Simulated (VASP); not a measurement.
Write the native input for VASP 6.6.1 that does the following.

* Task: single point
* Functional: PBE
* Potentials or basis: VASP PAW PBE potentials, release 64 (Co, O)
* Cutoff: 520 eV
* k mesh: 14 × 14 × 14
* Occupations: gaussian, width 0.02 eV
* Spin: collinear spin, ferromagnetic start
* Starting moments: [3.0, 0.0] μB
* Hubbard terms: Co d U = 3.32 eV
* Dipole correction: no
* Further INCAR settings: ALGO = Normal; EDIFF = 1e-06; NBANDS = 18

The structure of CoO lies in POSCAR:

```
CoO
1.0
    0.0000000000      2.1530055825      2.1530055825
    2.1530055825      0.0000000000      2.1530055825
    2.1530055825      2.1530055825      0.0000000000
Co O
1 1
Direct
    0.0000000000      0.0000000000      0.0000000000
    0.2500000000      0.2500000000      0.2500000000
```

The input as run:

INCAR

```
SYSTEM = CoO
  PREC = Accurate
  ENCUT = 520
  EDIFF = 1E-6
  ISMEAR = 0
  SIGMA = 0.02
  LREAL = .FALSE.
  LASPH = .TRUE.
  NELM = 150
  ALGO = Normal
  ISIF = 2
  LWAVE = .FALSE.
  LCHARG = .TRUE.
  ISPIN = 2
  MAGMOM = 3 0
  LORBIT = 11
  LMAXMIX = 4
  LDAU = .TRUE.
  LDAUTYPE = 2
  LDAUL = 2 -1
  LDAUU = 3.32 0
  LDAUJ = 0 0
  LDAUPRINT = 1
  GGA = PE
  LELF = .TRUE.
  LVHAR = .TRUE.
  NBANDS = 18
```

KPOINTS

```
regular mesh
0
G
  14 14 14
  0 0 0
```

Potentials or basis: VASP PAW PBE potentials, release 64 (Co, O).

The run is started by

```bash
$ cat potpaw_PBE.64/Co/POTCAR potpaw_PBE.64/O/POTCAR > POTCAR
$ mpirun -np 1 vasp_std > vasp.out
```

It gave:

```yaml
Pressure: 41.4 GPa
Band_gap_on_the_k_mesh: zero (filled and empty bands overlap)
Net_moment: 2.98 μB per cell
Site_moments: Co +2.65; O +0.23 μB
Valence_electrons_inside_the_program's_atomic_spheres: Co 8.33; O 5.12
```

Caveat: the cell stands under pressure; a cell with one magnetic atom can't hold antiferromagnetic order, which such compounds often take.

Wall time 59 s on 1 thread of AMD EPYC 9R45 96-Core Processor (Zen 5) (shared host), peak memory 0.16 GiB.
